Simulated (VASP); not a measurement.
# BAs (I-4m2) in VASP: further runs

The runs below take BAs through relaxation of the atoms, with LDA.

Program: VASP 6.6.1. These are calculated values, not measurements. Logs are shortened: lines on timing, memory, paths and dates and some standing lists are left out, and cuts for length are marked.

**1. The cell of the first run**

Symmetry: I-4m2, No. 119, tetragonal system. Conventional cell: a = 3.313 Å, b = 3.313 Å, c = 4.752 Å, α = 90.00°, β = 90.00°, γ = 90.00°. B (site symmetry -4m2) has 4 As at 2.04 Å within 2.7 Å. As (site symmetry -4m2) has 4 B at 2.04 Å within 2.7 Å.

**2. Relaxation of the atoms, LDA (strained cell)**

File INCAR:

```
SYSTEM = BAs
PREC = Accurate ; ENCUT = 450
EDIFF = 1E-7 ; ISMEAR = 0
SIGMA = 0.02 ; LREAL = .FALSE.
LASPH = .TRUE. ; NELM = 120
ALGO = Normal ; ISIF = 2
LWAVE = .FALSE. ; LCHARG = .FALSE.
IBRION = 2 ; NSW = 60
EDIFFG = -0.002 ; GGA_COMPAT = .FALSE.
NELMIN = 4
```

File KPOINTS:

```
regular mesh
0
G
  8 8 8
  0 0 0
```

File POSCAR:

```
BAs
1.0
    0.0000000000      2.3423282262      2.3761755181
    2.3423282262      0.0000000000      2.3761755181
    2.3423282262      2.3423282262      0.0000000000
B As
1 1
Direct
    0.0000000000      0.0000000000      0.0000000000
    0.2500000000      0.2500000000      0.2500000000
```

Potentials or basis: VASP PAW LDA potentials, release 64 (B, As).

On the command line:

```sh
cat potpaw_LDA.64/B/POTCAR potpaw_LDA.64/As/POTCAR > POTCAR
mpirun -np 1 vasp_std > vasp.out
```

OUTCAR:

```text
SYSTEM = BAs
   PREC = Accurate
   ENCUT = 450
   EDIFF = 1E-7
   ISMEAR = 0
   LREAL = .FALSE.
   LASPH = .TRUE.
   NELM = 120
   ISIF = 2
   IBRION = 2
   NSW = 60
   EDIFFG = -0.002
   NELMIN = 4

 ion  position               nearest neighbor table
   1  0.000  0.000  0.000-   2 2.04   2 2.04   2 2.04   2 2.04
   2  0.250  0.250  0.250-   1 2.04   1 2.04   1 2.04   1 2.04

  LATTYP: Found a body centered tetragonal cell.
 ALAT       =     3.3125523450
 C/A-ratio  =     1.4346493402

  Lattice vectors:

 A1 = (  -2.3423282262,   0.0000000000,   2.3761755181)
 A2 = (   2.3423282262,   0.0000000000,   2.3761755181)
 A3 = (   0.0000000000,   2.3423282262,  -2.3761755181)

Analysis of symmetry for initial positions (statically):
=====================================================================
 Subroutine PRICEL returns:
 Original cell was already a primitive cell.

 Routine SETGRP: Setting up the symmetry group for a
 body centered tetragonal supercell.

 Subroutine GETGRP returns: Found  8 space group operations
 (whereof  8 operations were pure point group operations)
 out of a pool of 16 trial point group operations.

The static configuration has the point symmetry D_2d.

Analysis of symmetry for dynamics (positions and initial velocities):
=====================================================================
 Subroutine PRICEL returns:
 Original cell was already a primitive cell.

 Routine SETGRP: Setting up the symmetry group for a
 body centered tetragonal supercell.

 Subroutine GETGRP returns: Found  8 space group operations
 (whereof  8 operations were pure point group operations)
 out of a pool of 16 trial point group operations.

The dynamic configuration has the point symmetry D_2d.

 Subroutine INISYM returns: Found  8 space group operations
 (whereof  8 operations are pure point group operations),
 and found     1 'primitive' translations

----------------------------------------------------------------------------------------

                                     Primitive cell

  volume of cell :      26.0738

  direct lattice vectors                    reciprocal lattice vectors
     0.000000000  2.342328226  2.376175518    -0.213462825  0.213462825  0.210422166
     2.342328226  0.000000000  2.376175518     0.213462825 -0.213462825  0.210422166
     2.342328226  2.342328226  0.000000000     0.213462825  0.213462825 -0.210422166

  length of vectors
     3.336571835  3.336571835  3.312552345     0.367981308  0.367981308  0.367981308

  position of ions in fractional coordinates (direct lattice)
     0.000000000  0.000000000  0.000000000
     0.250000000  0.250000000  0.250000000

  ion indices of the primitive-cell ions
   primitive index   ion index
                 1           1
                 2           2

----------------------------------------------------------------------------------------

 KPOINTS: regular mesh

Automatic generation of k-mesh.
 Grid dimensions read from file:
 generate k-points for:    8    8    8

 Generating k-lattice:

  Cartesian coordinates                     Fractional coordinates (reciprocal lattice)
    -0.026682853  0.026682853  0.026302771     0.125000000  0.000000000  0.000000000
     0.026682853 -0.026682853  0.026302771     0.000000000  0.125000000  0.000000000
     0.026682853  0.026682853 -0.026302771    -0.000000000 -0.000000000  0.125000000

  Length of vectors
     0.045997664  0.045997664  0.045997664

  Shift w.r.t. Gamma in fractional coordinates (k-lattice)
     0.000000000  0.000000000  0.000000000

 Subroutine IBZKPT returns following result:
 ===========================================

 Found     59 irreducible k-points:

 Following reciprocal coordinates:
            Coordinates               Weight
  0.000000  0.000000  0.000000      1.000000
  0.125000  0.000000  0.000000      8.000000
  0.250000  0.000000  0.000000      8.000000
  0.375000 -0.000000  0.000000      8.000000
  0.500000  0.000000  0.000000      4.000000
  0.125000  0.125000  0.000000      2.000000
[... 16 lines left out ...]
  0.250000 -0.000000  0.125000     16.000000
  0.375000 -0.000000  0.125000     16.000000
 [... further k-points ...]
   k-points           NKPTS =     59   k-points in BZ     NKDIM =     59   number of bands    NBANDS=      8
   number of dos      NEDOS =    301   number of ions     NIONS =      2
   total plane-waves  NPLWV =  13824
   dimension x,y,z NGX =    24 NGY =   24 NGZ =   24
   dimension x,y,z NGXF=    48 NGYF=   48 NGZF=   48
   ions per type =               1   1
   NGX,Y,Z   is equivalent  to a cutoff of  11.96, 11.96, 12.04 a.u.
   NGXF,Y,Z  is equivalent  to a cutoff of  23.92, 23.92, 24.09 a.u.
 SYSTEM =  BAs
   PREC   = accura    normal or accurate (medium, high low for compatibility)
   ISTART =      0    job   : 0-new  1-cont  2-samecut
   ICHARG =      2    charge: 1-file 2-atom 10-const
   ISPIN  =      1    spin polarized calculation?
   LNONCOLLINEAR =      F non collinear calculations
   LSORBIT =      F    spin-orbit coupling
   LASPH  =      T    aspherical Exc in radial PAW
   ENCUT  =  450.0 eV  33.07 Ry    5.75 a.u.   5.77  5.77  5.73*2*pi/ulx,y,z
   NELM   =    120;   NELMIN=  4; NELMDL= -5     # of ELM steps
   EDIFF  = 0.1E-06   stopping-criterion for ELM
   LREAL  =      F    real-space projection
   EDIFFG = -.2E-02   stopping-criterion for IOM
   NSW    =     60    number of steps for IOM
   IBRION =      2    ionic relax: 0-MD 1-quasi-New 2-CG
   NFREE  =      1    steps in history (QN), initial steepest desc. (CG)
   ISIF   =      2    stress and relaxation
   ISYM   =      2    0-nonsym 1-usesym 2-fastsym
   POTIM  = 0.5000    time-step for ionic-motion
   TEBEG  =    0.0;   TEEND  =   0.0 temperature during run
   PSTRESS=    0.0 pullay stress
   NELECT =       8.0000    total number of electrons
   NUPDOWN=      -1.0000    fix difference up-down
   EMIN   =  10.00;   EMAX   =-10.00  energy-range for DOS
   EFERMI =   0.00;   METHOD = LEGACY
   ISMEAR =     0;   SIGMA  =   0.02  broadening in eV -4-tet -1-fermi 0-gaus
   EFERMI_NEDOS =   21; number of points for ismear=-14 and -15
   IALGO  =     38    algorithm
   IMIX   =      4    mixing-type and parameters
     AMIX     =   0.40;   BMIX     =  1.00
     AMIX_MAG =   1.60;   BMIX_MAG =  1.00
  volume/ion in A,a.u.               =      13.04        87.98
  Fermi-wavevector in a.u.,A,eV,Ry     =   1.104172  2.086583 16.588173  1.219196
  Thomas-Fermi vector in A             =   2.240641
   LORBIT       =      0    0 simple, 1 ext, 2 COOP (PROOUT), +10 PAW based schemes
   GGA     = CA    functional components
   LHFCALC =     F    Hartree Fock is set to
   AEXX    =    0.0000 exact exchange contribution
   IVDW    =     0    specifies the selected vdW correction
   LEPSILON=     F    determine dielectric tensor
   LRPA    =     F    only Hartree local field effects (RPA)
 conjugate gradient relaxation of ions
 non-spin polarized calculation
 Gauss-broadening in eV      SIGMA  =   0.02
  energy-cutoff  :      450.00
  volume of cell :       26.07
 maximum number of plane-waves:       588
   NGX = 11   NGY = 11   NGZ = 11

 number of electron       8.0000001 magnetization

 Free energy of the ion-electron system (eV)
  ---------------------------------------------------
  ext. energy  EPLUGINS =         0.00000000
  ---------------------------------------------------
  free energy    TOTEN  =       -12.91492592 eV

  energy without entropy =      -12.91492592  energy(sigma->0) =      -12.91492592

 E-fermi :   6.8840     XC(G=0): -10.9690

 val. band max:        6.7148498817   @ k =   0.0000   0.0000   0.0000
 cond. band min:       7.7028278747   @ k =   0.3750   0.0000   0.3750
 fundamental gap:      0.9879779931
 Fermi energy:         6.8840393467

 k-point     1 :       0.0000    0.0000    0.0000
  band No.  band energies     occupation
      1      -9.1188      2.00000
      2       6.5699      2.00000
      3       6.7148      2.00000
      4       6.7148      2.00000
      5       9.9444      0.00000
      6       9.9444      0.00000
      7      10.0361      0.00000
      8      11.9284      0.00000

 k-point     2 :       0.1250    0.0000    0.0000
  band No.  band energies     occupation
      1      -8.8530      2.00000
      2       4.6657      2.00000
      3       6.1536      2.00000
      4       6.2610      2.00000
      5      10.1866      0.00000
      6      10.5535      0.00000
      7      10.6098      0.00000
      8      13.0546      0.00000

 k-point     3 :       0.2500    0.0000    0.0000
  band No.  band energies     occupation
      1      -8.0771      2.00000
      2       1.6017      2.00000
      3       5.3980      2.00000
      4       5.5375      2.00000
      5       9.9414      0.00000
      6      11.3790      0.00000
      7      11.3997      0.00000
      8      14.7827      0.00000

 k-point     4 :       0.3750   -0.0000    0.0000
  band No.  band energies     occupation
      1      -6.9157      2.00000
      2      -1.0793      2.00000
      3       4.8674      2.00000
      4       5.0352      2.00000
      5       9.6972      0.00000
      6      11.4935      0.00000
      7      11.5888      0.00000
      8      15.4742      0.00000

 k-point     5 :       0.5000    0.0000    0.0000
  band No.  band energies     occupation
      1      -6.0979      2.00000
      2      -2.4193      2.00000
      3       4.6835      2.00000
      4       4.8624      2.00000
      5       9.6104      0.00000
      6      11.4205      0.00000
      7      11.5340      0.00000
      8      15.4487      0.00000

 k-point     6 :       0.1250    0.1250    0.0000
  band No.  band energies     occupation
      1      -8.7706      2.00000
      2       5.1732      2.00000
      3       5.4968      2.00000
      4       5.4968      2.00000
      5       9.3107      0.00000
      6      11.5491      0.00000
      7      11.5491      0.00000
      8      12.7284      0.00000

 k-point     7 :       0.2500    0.1250    0.0000
  band No.  band energies     occupation
      1      -8.1683      2.00000
      2       2.6326      2.00000
      3       4.7374      2.00000
      4       4.9370      2.00000
      5       9.5997      0.00000
      6      11.7960      0.00000
      7      12.6412      0.00000
      8      13.2216      0.00000
[... 133 lines left out ...]
 k-point    20 :      -0.3750    0.3750    0.0000
  band No.  band energies     occupation
      1      -4.8167      2.00000
      2      -1.6546      2.00000
      3       0.3895      2.00000
      4       3.1219      2.00000
      5       8.7582      0.00000
      6      12.4129      0.00000
      7      16.0968      0.00000
      8      16.6985      0.00000

 k-point    21 :       0.5000    0.5000    0.0000
  band No.  band energies     occupation
      1      -4.8332      2.00000
      2      -2.0924      2.00000
      3       2.4980      2.00000
      4       2.4980      2.00000
      5       8.0946      0.00000
      6       8.1411      0.00000
      7      18.3186      0.00000
      8      18.3186      0.00000

 k-point    22 :       0.1250    0.0000    0.1250
  band No.  band energies     occupation
      1      -8.7607      2.00000
      2       5.3145      2.00000
      3       5.3718      2.00000
      4       5.4619      2.00000
      5       9.1858      0.00000
      6      11.4901      0.00000
      7      11.6748      0.00000
      8      12.7288      0.00000

 k-point    23 :       0.2500   -0.0000    0.1250
  band No.  band energies     occupation
      1      -8.1490      2.00000
      2       2.6272      2.00000
      3       4.6358      2.00000
      4       5.0265      2.00000
      5       9.4517      0.00000
      6      11.8133      0.00000
      7      12.6449      0.00000
      8      13.2618      0.00000

 k-point    24 :       0.3750   -0.0000    0.1250
  band No.  band energies     occupation
      1      -7.0926      2.00000
      2      -0.1392      2.00000
      3       4.1678      2.00000
      4       4.2716      2.00000
      5       9.8542      0.00000
      6      11.8290      0.00000
      7      12.8280      0.00000
      8      14.0519      0.00000

 [... further k-points ...]

------------------------ aborting loop because EDIFF is reached ----------------------------------------

  FORCE on cell =-STRESS in cart. coord.  units (eV):
  Direction    XX          YY          ZZ          XY          YZ          ZX
  --------------------------------------------------------------------------------------
  -------------------------------------------------------------------------------------
  Total        0.7345722      0.7345722      0.2212956      0.0000000      0.0000000      0.0000000
  in kB       45.1378678     45.1378678     13.5981358      0.0000000      0.0000000      0.0000000
  external PRESSURE =      34.6246238 kB  Pullay stress =       0.0000000 kB

 VOLUME and BASIS-vectors are now :
 -----------------------------------------------------------------------------
  energy-cutoff  :      450.00
  volume of cell :       26.07
      direct lattice vectors                 reciprocal lattice vectors
     0.000000000  2.342328226  2.376175518    -0.213462825  0.213462825  0.210422166
     2.342328226  0.000000000  2.376175518     0.213462825 -0.213462825  0.210422166
     2.342328226  2.342328226  0.000000000     0.213462825  0.213462825 -0.210422166

 POSITION                                       TOTAL-FORCE (eV/Angst)
 -----------------------------------------------------------------------------------
      0.00000      0.00000      0.00000         0.000000      0.000000     -0.000000
      1.17116      1.17116      1.18809        -0.000000     -0.000000      0.000000
 -----------------------------------------------------------------------------------
    total drift:                                0.000000      0.000000      0.000000

  FREE ENERGIE OF THE ION-ELECTRON SYSTEM (eV)
  ---------------------------------------------------
  free  energy   TOTEN  =       -12.9149259226 eV

  energy  without entropy=      -12.9149259226  energy(sigma->0) =      -12.91492592

 reached required accuracy - stopping structural energy minimisation
```

It took 12 s on 1 thread of AMD EPYC 7R13, shared host; peak memory 0.13 GiB.

Results:

* Free energy: -12.9149 eV
* Pressure after relaxing: 3.5 GPa
* Band gap on the k mesh: 0.99 eV (least direct gap 3.23 eV)

Final structure:
```xyz
2
Lattice="0.0000 2.3423 2.3762 2.3423 0.0000 2.3762 2.3423 2.3423 0.0000" Properties=species:S:1:pos:R:3 pbc="T T T"
B     0.0000    0.0000    0.0000
As    1.1712    1.1712    1.1881
```

Levels at points of the mesh, in eV from the valence-band top:
```csv
k point,band 1,band 2,band 3,band 4,band 5,band 6,band 7,band 8
"(0.00, 0.00, 0.00)",-15.83,-0.14,0.00,0.00,3.23,3.23,3.32,5.21
"(0.50, 0.00, 0.00)",-12.81,-9.13,-2.03,-1.85,2.90,4.71,4.82,8.73
"(0.50, 0.50, 0.00)",-11.55,-8.81,-4.22,-4.22,1.38,1.43,11.60,11.60
"(0.50, 0.00, 0.50)",-11.42,-8.68,-4.37,-4.35,1.19,1.26,11.49,11.72
```

Caveat: the cell differs from its parent crystal (strained cell). A k mesh can miss the band edges.

**3. Relaxation of the atoms, LDA (strained cell)**

File INCAR:

```
SYSTEM = BAs
PREC = Accurate ; ENCUT = 450
EDIFF = 1E-7 ; ISMEAR = 0
SIGMA = 0.02 ; LREAL = .False.
LASPH = .True. ; NELM = 120
ALGO = Normal ; ISIF = 2
LWAVE = .False. ; LCHARG = .False.
IBRION = 2 ; NSW = 60
EDIFFG = -0.002 ; GGA_COMPAT = .False.
NELMIN = 4
```

File KPOINTS:

```
Automatic mesh
0
Gamma
  8 8 8
  0 0 0
```

File POSCAR:

```
BAs
1.0
    0.0000000000      2.3423282262      2.3801840359
    2.3423282262      0.0000000000      2.3801840359
    2.3423282262      2.3423282262      0.0000000000
B As
1 1
Direct
    0.0000000000      0.0000000000      0.0000000000
    0.2500000000      0.2500000000      0.2500000000
```

Potentials or basis: VASP PAW LDA potentials, release 64 (B, As).

On the command line:

```sh
cat potpaw_LDA.64/B/POTCAR potpaw_LDA.64/As/POTCAR > POTCAR
mpirun -np 1 vasp_std > vasp.out
```

Wall time 13 s (1 thread of AMD EPYC 7R13, shared host); peak memory 0.13 GiB.

It converged, with:

| Quantity | Value |
| --- | --- |
| Free energy | -12.9152 eV |
| Pressure after relaxing | 3.2 GPa |
| Band gap on the k mesh | 0.98 eV (least direct gap 3.22 eV) |

Stress tensor (GPa, compression positive):
```
4.37 0.00 0.00
0.00 4.37 0.00
0.00 0.00 0.84
```

Final structure:
```
CELL_PARAMETERS angstrom
0.00000 2.34233 2.38018
2.34233 0.00000 2.38018
2.34233 2.34233 0.00000
ATOMIC_POSITIONS crystal
B 0.00000 0.00000 0.00000
As 0.25000 0.25000 0.25000
```

Levels at points of the mesh, in eV from the valence-band top:
| k point | band 1 | band 2 | band 3 | band 4 | band 5 | band 6 | band 7 | band 8 |
| --- | --- | --- | --- | --- | --- | --- | --- | --- |
| (0.00, 0.00, 0.00) | -15.82 | -0.16 | 0.00 | 0.00 | 3.22 | 3.22 | 3.32 | 5.19 |
| (0.50, 0.00, 0.00) | -12.81 | -9.13 | -2.04 | -1.84 | 2.88 | 4.69 | 4.82 | 8.73 |
| (0.50, 0.50, 0.00) | -11.56 | -8.81 | -4.20 | -4.20 | 1.39 | 1.44 | 11.58 | 11.58 |
| (0.50, 0.00, 0.50) | -11.42 | -8.68 | -4.38 | -4.35 | 1.18 | 1.25 | 11.46 | 11.71 |

Caveat: the cell differs from its parent crystal (strained cell).

**4. Relaxation of the atoms, LDA (strained cell)**

File INCAR:

```
PREC = Accurate
ENCUT = 450
EDIFF = 1E-7
ISMEAR = 0
SIGMA = 0.02
LREAL = False
LASPH = True
NELM = 120
ALGO = Normal
ISIF = 2
LWAVE = False
LCHARG = False
IBRION = 2
NSW = 60
EDIFFG = -0.002
GGA_COMPAT = False
NELMIN = 4
```

File KPOINTS:

```
regular mesh
0
Gamma
  8 8 8
```

File POSCAR:

```
BAs
1.0
    0.0000000000      2.3423282262      2.3782047869
    2.3423282262      0.0000000000      2.3782047869
    2.3423282262      2.3423282262      0.0000000000
B As
1 1
Direct
    0.0000000000      0.0000000000      0.0000000000
    0.2500000000      0.2500000000      0.2500000000
```

On the command line:

```sh
cat potpaw_LDA.64/B/POTCAR potpaw_LDA.64/As/POTCAR > POTCAR
mpirun -np 1 vasp_std > vasp.out
```

It took 11 s on 1 thread of AMD EPYC 7R13, shared host; peak memory 0.13 GiB.

Results (log left out):

```yaml
Free_energy: -12.9151 eV
Pressure_after_relaxing: 3.3 GPa
Band_gap_on_the_k_mesh: 0.98 eV (least direct gap 3.22 eV)
```

Stress tensor (GPa, compression positive):
```
4.44 0.00 0.00
0.00 4.44 0.00
0.00 0.00 1.10
```

Final structure:
```yaml
crystal:
  lattice:
    - [0.00000, 2.34233, 2.37820]
    - [2.34233, 0.00000, 2.37820]
    - [2.34233, 2.34233, 0.00000]
  atoms:
    - { symbol: B, position: [0.00000, 0.00000, 0.00000] }
    - { symbol: As, position: [0.25000, 0.25000, 0.25000] }
```

Levels at points of the mesh, in eV from the valence-band top:
| k point | band 1 | band 2 | band 3 | band 4 | band 5 | band 6 | band 7 | band 8 |
| --- | --- | --- | --- | --- | --- | --- | --- | --- |
| (0.00, 0.00, 0.00) | -15.83 | -0.15 | 0.00 | 0.00 | 3.22 | 3.22 | 3.32 | 5.20 |
| (0.50, 0.00, 0.00) | -12.81 | -9.13 | -2.04 | -1.85 | 2.89 | 4.70 | 4.82 | 8.73 |
| (0.50, 0.50, 0.00) | -11.55 | -8.81 | -4.21 | -4.21 | 1.39 | 1.43 | 11.59 | 11.59 |
| (0.50, 0.00, 0.50) | -11.42 | -8.68 | -4.37 | -4.35 | 1.18 | 1.25 | 11.47 | 11.71 |

Caveat: the cell differs from its parent crystal (strained cell). A k mesh can miss the band edges.

**5. Summary**

| cell | gap on the mesh (eV) | pressure (GPa) |
| --- | --- | --- |
| atoms relaxed from a = 3.337, b = 3.337, c = 3.313 Å, angles 60.2, 60.2, 59.5°, 2 atoms | 0.99 | 3.5 |
| atoms relaxed from a = 3.339, b = 3.339, c = 3.313 Å, angles 60.3, 60.3, 59.5°, 2 atoms | 0.98 | 3.2 |
| atoms relaxed from a = 3.338, b = 3.338, c = 3.313 Å, angles 60.3, 60.3, 59.5°, 2 atoms | 0.98 | 3.3 |

Alike in all rows: task relaxation of the atoms; level LDA; potentials or basis VASP PAW LDA potentials, release 64 (B, As); no spin polarisation; k mesh 8 × 8 × 8; cutoff (eV) 450; smearing gaussian 0.02 eV.

Total energies depend on the potentials used, so only differences within one code and one set of settings carry meaning.
